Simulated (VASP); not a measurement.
# CaSe (I-4m2) in VASP: single point with r2SCAN

Aim: the single point of CaSe with r2SCAN.

Program: VASP 6.6.1. These are calculated values, not measurements. Logs are shortened: lines on timing, memory, paths and dates and some standing lists are left out, and cuts for length are marked.

### 1 The cell of the first run

The structure is tetragonal, space group I-4m2 (No. 119). The conventional cell has a = 4.483 Å, b = 4.483 Å, c = 6.899 Å, α = 90.00°, β = 90.00°, γ = 90.00°. Ca (site symmetry -4m2) has 4 Se at 2.83 Å within 3.7 Å. Within 3.7 Å of Se (site symmetry -4m2) lie 4 Ca at 2.83 Å.

### 2 Single point, r2SCAN (epitaxial xy strain -3.3%)

POSCAR reads:

```
CaSe
1.0
    0.0000000000      3.1700240214      3.4495094536
    3.1700240214      0.0000000000      3.4495094536
    3.1700240214      3.1700240214      0.0000000000
Ca Se
1 1
Direct
    0.0000000000      0.0000000000      0.0000000000
    0.2500000000      0.2500000000      0.2500000000
```

INCAR.step1 reads:

```
SYSTEM = CaSe
PREC = Accurate
ENCUT = 520
ISMEAR = 0
SIGMA = 0.01
LREAL = .FALSE.
LASPH = .TRUE.
NELM = 80
NBANDS = 15
GGA = PE
ALGO = Normal
EDIFF = 1E-4
LWAVE = .TRUE.
LCHARG = .FALSE.
```

INCAR.step2 reads:

```
SYSTEM = CaSe
PREC = Accurate
ENCUT = 520
EDIFF = 1E-7
ISMEAR = 0
SIGMA = 0.01
LREAL = .FALSE.
LASPH = .TRUE.
NELM = 80
ALGO = Normal
ISIF = 2
LWAVE = .FALSE.
LCHARG = .TRUE.
METAGGA = R2SCAN
LMIXTAU = .TRUE.
LELF = .TRUE.
LVHAR = .TRUE.
NBANDS = 15
ISTART = 1
```

KPOINTS reads:

```
regular mesh
0
G
  6 6 6
  0 0 0
```

Potentials or basis: VASP PAW PBE potentials, release 64 (Ca_sv, Se).

Run with:

```sh
cat potpaw_PBE.64/Ca_sv/POTCAR potpaw_PBE.64/Se/POTCAR > POTCAR
cp INCAR.step1 INCAR
mpirun -np 1 vasp_std > vasp.out
cp INCAR.step2 INCAR
mpirun -np 1 vasp_std > vasp.out
```

OUTCAR:

```text
SYSTEM = CaSe
   PREC = Accurate
   ENCUT = 520
   EDIFF = 1E-7
   ISMEAR = 0
   LREAL = .FALSE.
   LASPH = .TRUE.
   NELM = 80
   ISIF = 2
   METAGGA = R2SCAN
   ISTART = 1

 ion  position               nearest neighbor table
   1  0.000  0.000  0.000-   2 2.83   2 2.83   2 2.83   2 2.83
   2  0.250  0.250  0.250-   1 2.83   1 2.83   1 2.83   1 2.83

  LATTYP: Found a body centered tetragonal cell.
 ALAT       =     4.4830909641
 C/A-ratio  =     1.5388978190

  Lattice vectors:

 A1 = (  -3.1700240214,   0.0000000000,   3.4495094536)
 A2 = (   3.1700240214,   0.0000000000,   3.4495094536)
 A3 = (   0.0000000000,   3.1700240214,  -3.4495094536)

Analysis of symmetry for initial positions (statically):
=====================================================================
 Subroutine PRICEL returns:
 Original cell was already a primitive cell.

 Routine SETGRP: Setting up the symmetry group for a
 body centered tetragonal supercell.

 Subroutine GETGRP returns: Found  8 space group operations
 (whereof  8 operations were pure point group operations)
 out of a pool of 16 trial point group operations.

The static configuration has the point symmetry D_2d.

Analysis of symmetry for dynamics (positions and initial velocities):
=====================================================================
 Subroutine PRICEL returns:
 Original cell was already a primitive cell.

 Routine SETGRP: Setting up the symmetry group for a
 body centered tetragonal supercell.

 Subroutine GETGRP returns: Found  8 space group operations
 (whereof  8 operations were pure point group operations)
 out of a pool of 16 trial point group operations.

The dynamic configuration has the point symmetry D_2d.

 Subroutine INISYM returns: Found  8 space group operations
 (whereof  8 operations are pure point group operations),
 and found     1 'primitive' translations

----------------------------------------------------------------------------------------

                                     Primitive cell

  volume of cell :      69.3286

  direct lattice vectors                    reciprocal lattice vectors
     0.000000000  3.170024021  3.449509454    -0.157727511  0.157727511  0.144948146
     3.170024021  0.000000000  3.449509454     0.157727511 -0.157727511  0.144948146
     3.170024021  3.170024021  0.000000000     0.157727511  0.157727511 -0.144948146

  length of vectors
     4.684887167  4.684887167  4.483090964     0.266018610  0.266018610  0.266018610

  position of ions in fractional coordinates (direct lattice)
     0.000000000  0.000000000  0.000000000
     0.250000000  0.250000000  0.250000000

  ion indices of the primitive-cell ions
   primitive index   ion index
                 1           1
                 2           2

----------------------------------------------------------------------------------------

 KPOINTS: regular mesh

Automatic generation of k-mesh.
 Grid dimensions read from file:
 generate k-points for:    6    6    6

 Generating k-lattice:

  Cartesian coordinates                     Fractional coordinates (reciprocal lattice)
    -0.026287919  0.026287919  0.024158024     0.166666667  0.000000000  0.000000000
     0.026287919 -0.026287919  0.024158024     0.000000000  0.166666667  0.000000000
     0.026287919  0.026287919 -0.024158024     0.000000000  0.000000000  0.166666667

  Length of vectors
     0.044336435  0.044336435  0.044336435

  Shift w.r.t. Gamma in fractional coordinates (k-lattice)
     0.000000000  0.000000000  0.000000000

 Subroutine IBZKPT returns following result:
 ===========================================

 Found     30 irreducible k-points:

 Following reciprocal coordinates:
            Coordinates               Weight
  0.000000  0.000000  0.000000      1.000000
  0.166667  0.000000  0.000000      8.000000
  0.333333 -0.000000  0.000000      8.000000
  0.500000  0.000000  0.000000      4.000000
  0.166667  0.166667  0.000000      2.000000
  0.333333  0.166667  0.000000      8.000000
[... 16 lines left out ...]
  0.333333  0.000000  0.333333      4.000000
  0.500000  0.000000  0.333333     16.000000
 [... further k-points ...]
   k-points           NKPTS =     30   k-points in BZ     NKDIM =     30   number of bands    NBANDS=     15
   number of dos      NEDOS =    301   number of ions     NIONS =      2
   total plane-waves  NPLWV =  46656
   dimension x,y,z NGX =    36 NGY =   36 NGZ =   36
   dimension x,y,z NGXF=    72 NGYF=   72 NGZF=   72
   ions per type =               1   1
   NGX,Y,Z   is equivalent  to a cutoff of  12.77, 12.77, 13.35 a.u.
   NGXF,Y,Z  is equivalent  to a cutoff of  25.55, 25.55, 26.70 a.u.
 SYSTEM =  CaSe
   PREC   = accura    normal or accurate (medium, high low for compatibility)
   ISTART =      1    job   : 0-new  1-cont  2-samecut
   ICHARG =      0    charge: 1-file 2-atom 10-const
   ISPIN  =      1    spin polarized calculation?
   LNONCOLLINEAR =      F non collinear calculations
   LSORBIT =      F    spin-orbit coupling
   LASPH  =      T    aspherical Exc in radial PAW
   ENCUT  =  520.0 eV  38.22 Ry    6.18 a.u.   8.71  8.71  8.34*2*pi/ulx,y,z
   NELM   =     80;   NELMIN=  2; NELMDL=  0     # of ELM steps
   EDIFF  = 0.1E-06   stopping-criterion for ELM
   LREAL  =      F    real-space projection
   EDIFFG = 0.1E-05   stopping-criterion for IOM
   NSW    =      0    number of steps for IOM
   IBRION =     -1    ionic relax: 0-MD 1-quasi-New 2-CG
   NFREE  =      0    steps in history (QN), initial steepest desc. (CG)
   ISIF   =      2    stress and relaxation
   ISYM   =      2    0-nonsym 1-usesym 2-fastsym
   POTIM  = 0.5000    time-step for ionic-motion
   TEBEG  =    0.0;   TEEND  =   0.0 temperature during run
   PSTRESS=    0.0 pullay stress
   NELECT =      16.0000    total number of electrons
   NUPDOWN=      -1.0000    fix difference up-down
   EMIN   =  10.00;   EMAX   =-10.00  energy-range for DOS
   EFERMI =   0.00;   METHOD = LEGACY
   ISMEAR =     0;   SIGMA  =   0.01  broadening in eV -4-tet -1-fermi 0-gaus
   EFERMI_NEDOS =   21; number of points for ismear=-14 and -15
   IALGO  =     38    algorithm
   IMIX   =      4    mixing-type and parameters
     AMIX     =   0.40;   BMIX     =  1.00
     AMIX_MAG =   1.60;   BMIX_MAG =  1.00
  volume/ion in A,a.u.               =      34.66       233.93
  Fermi-wavevector in a.u.,A,eV,Ry     =   1.004178  1.897621 13.719752  1.008373
  Thomas-Fermi vector in A             =   2.136777
   LORBIT       =      0    0 simple, 1 ext, 2 COOP (PROOUT), +10 PAW based schemes
   METAGGA = R2SCAN    functional components
   LHFCALC =     F    Hartree Fock is set to
   AEXX    =    0.0000 exact exchange contribution
   IVDW    =     0    specifies the selected vdW correction
   LEPSILON=     F    determine dielectric tensor
   LRPA    =     F    only Hartree local field effects (RPA)
 non-spin polarized calculation
 Gauss-broadening in eV      SIGMA  =   0.01
  energy-cutoff  :      520.00
  volume of cell :       69.33
 maximum number of plane-waves:      1886
   NGX = 17   NGY = 17   NGZ = 17

 number of electron      16.0000003 magnetization

 Free energy of the ion-electron system (eV)
  ---------------------------------------------------
  ext. energy  EPLUGINS =         0.00000000
  ---------------------------------------------------
  free energy    TOTEN  =       -25.34965462 eV

  energy without entropy =      -25.34965462  energy(sigma->0) =      -25.34965462

 E-fermi :  -0.2201     XC(G=0):  -8.0878

 val. band max:       -0.3556883684   @ k =  -0.3333   0.3333   0.0000
 cond. band min:       3.2142652038   @ k =   0.0000   0.0000   0.0000
 fundamental gap:      3.5699535723
 Fermi energy:        -0.2201341573

 k-point     1 :       0.0000    0.0000    0.0000
  band No.  band energies     occupation
      1     -41.0500      2.00000
      2     -21.1924      2.00000
      3     -21.1924      2.00000
      4     -21.1688      2.00000
      5     -11.2470      2.00000
      6      -0.6795      2.00000
      7      -0.5455      2.00000
      8      -0.5455      2.00000
      9       3.2143      0.00000
     10       5.2392      0.00000
     11       5.6890      0.00000
     12       7.2228      0.00000
     13       7.6601      0.00000
     14       7.6601      0.00000
     15       9.1659      0.00000

 k-point     2 :       0.1667    0.0000    0.0000
  band No.  band energies     occupation
      1     -41.0495      2.00000
      2     -21.2033      2.00000
      3     -21.1935      2.00000
      4     -21.1730      2.00000
      5     -11.1762      2.00000
      6      -1.0022      2.00000
      7      -0.6299      2.00000
      8      -0.5014      2.00000
      9       3.9737      0.00000
     10       5.1751      0.00000
     11       5.5101      0.00000
     12       6.9931      0.00000
     13       7.4997      0.00000
     14       7.6018      0.00000
     15       8.6048      0.00000

 k-point     3 :       0.3333   -0.0000    0.0000
  band No.  band energies     occupation
      1     -41.0484      2.00000
      2     -21.2273      2.00000
      3     -21.1956      2.00000
      4     -21.1788      2.00000
      5     -11.0328      2.00000
      6      -1.5514      2.00000
      7      -0.6451      2.00000
      8      -0.4179      2.00000
      9       4.9291      0.00000
     10       5.3589      0.00000
     11       5.4451      0.00000
     12       6.2278      0.00000
     13       7.0105      0.00000
     14       7.0782      0.00000
     15       8.2781      0.00000

 k-point     4 :       0.5000    0.0000    0.0000
  band No.  band energies     occupation
      1     -41.0479      2.00000
      2     -21.2396      2.00000
      3     -21.1968      2.00000
      4     -21.1813      2.00000
      5     -10.9601      2.00000
      6      -1.7588      2.00000
      7      -0.6552      2.00000
      8      -0.3791      2.00000
      9       5.1275      0.00000
     10       5.4444      0.00000
     11       5.6303      0.00000
     12       5.9722      0.00000
     13       6.4820      0.00000
     14       6.6002      0.00000
     15       9.0836      0.00000
[... 307 lines left out ...]
 k-point    22 :      -0.3333    0.5000    0.1667
  band No.  band energies     occupation
      1     -41.0475      2.00000
      2     -21.2262      2.00000
      3     -21.2068      2.00000
      4     -21.2020      2.00000
      5     -10.8796      2.00000
      6      -1.6132      2.00000
      7      -0.7777      2.00000
      8      -0.5181      2.00000
      9       3.6113      0.00000
     10       5.0220      0.00000
     11       6.0262      0.00000
     12       6.2919      0.00000
     13       6.8394      0.00000
     14       8.5993      0.00000
     15       9.4834      0.00000

 k-point    23 :       0.3333    0.0000    0.3333
  band No.  band energies     occupation
      1     -41.0477      2.00000
      2     -21.2337      2.00000
      3     -21.2082      2.00000
      4     -21.1779      2.00000
      5     -10.9555      2.00000
      6      -1.5672      2.00000
      7      -0.6893      2.00000
      8      -0.5768      2.00000
      9       3.8767      0.00000
     10       5.5203      0.00000
     11       6.1701      0.00000
     12       6.4171      0.00000
     13       6.7701      0.00000
     14       7.0738      0.00000
     15       9.1794      0.00000

 k-point    24 :       0.5000    0.0000    0.3333
  band No.  band energies     occupation
      1     -41.0472      2.00000
      2     -21.2416      2.00000
      3     -21.2121      2.00000
      4     -21.1819      2.00000
      5     -10.8844      2.00000
      6      -1.5867      2.00000
      7      -0.8044      2.00000
      8      -0.6114      2.00000
      9       3.7087      0.00000
     10       5.1331      0.00000
     11       5.9438      0.00000
     12       6.5061      0.00000
     13       6.7295      0.00000
     14       7.9720      0.00000
     15       9.3335      0.00000

 [... further k-points ...]

------------------------ aborting loop because EDIFF is reached ----------------------------------------

  FORCE on cell =-STRESS in cart. coord.  units (eV):
  Direction    XX          YY          ZZ          XY          YZ          ZX
  --------------------------------------------------------------------------------------
  -------------------------------------------------------------------------------------
  Total        0.3828960      0.3828960      0.0967239      0.0000000      0.0000000      0.0000000
  in kB        8.8486898      8.8486898      2.2352791      0.0000000      0.0000000      0.0000000
  external PRESSURE =       6.6442196 kB  Pullay stress =       0.0000000 kB

 VOLUME and BASIS-vectors are now :
 -----------------------------------------------------------------------------
  energy-cutoff  :      520.00
  volume of cell :       69.33
      direct lattice vectors                 reciprocal lattice vectors
     0.000000000  3.170024021  3.449509454    -0.157727511  0.157727511  0.144948146
     3.170024021  0.000000000  3.449509454     0.157727511 -0.157727511  0.144948146
     3.170024021  3.170024021  0.000000000     0.157727511  0.157727511 -0.144948146

 POSITION                                       TOTAL-FORCE (eV/Angst)
 -----------------------------------------------------------------------------------
      0.00000      0.00000      0.00000         0.000000      0.000000      0.000000
      1.58501      1.58501      1.72475        -0.000000     -0.000000     -0.000000
 -----------------------------------------------------------------------------------
    total drift:                                0.000000      0.000000     -0.000000

  FREE ENERGIE OF THE ION-ELECTRON SYSTEM (eV)
  ---------------------------------------------------
  free  energy   TOTEN  =       -25.3496546242 eV

  energy  without entropy=      -25.3496546242  energy(sigma->0) =      -25.34965462
```

Wall time 83 s (1 thread of Intel Xeon Platinum 8488C (Sapphire Rapids), shared host); peak memory 0.23 GiB.

Results:

| Property | Result |
| --- | --- |
| Free energy | -25.3497 eV |
| Pressure | 0.7 GPa |
| Band gap on the k mesh | 3.57 eV, indirect (least direct gap 3.71 eV) |

Stress tensor (GPa, compression positive):
```
0.88 0.00 0.00
0.00 0.88 0.00
0.00 0.00 0.22
```

Levels at points of the mesh, in eV from the valence-band top:
| k point | band 4 | band 5 | band 6 | band 7 | band 8 | band 9 | band 10 | band 11 | band 12 | band 13 |
| --- | --- | --- | --- | --- | --- | --- | --- | --- | --- | --- |
| (0.00, 0.00, 0.00) | -20.81 | -10.89 | -0.32 | -0.19 | -0.19 | 3.57 | 5.59 | 6.04 | 7.58 | 8.02 |
| (0.50, 0.00, 0.00) | -20.83 | -10.60 | -1.40 | -0.30 | -0.02 | 5.48 | 5.80 | 5.99 | 6.33 | 6.84 |
| (0.50, 0.50, 0.00) | -20.85 | -10.53 | -1.53 | -0.03 | -0.03 | 3.68 | 5.41 | 6.53 | 6.53 | 6.69 |
| (0.50, 0.00, 0.50) | -20.83 | -10.50 | -1.37 | -0.29 | -0.25 | 3.80 | 5.37 | 6.56 | 6.68 | 6.73 |

Caveat: the cell differs from its parent crystal (epitaxial xy strain -3.3%); the PAW data sets were made with another functional, which shifts forces and pressure a little.
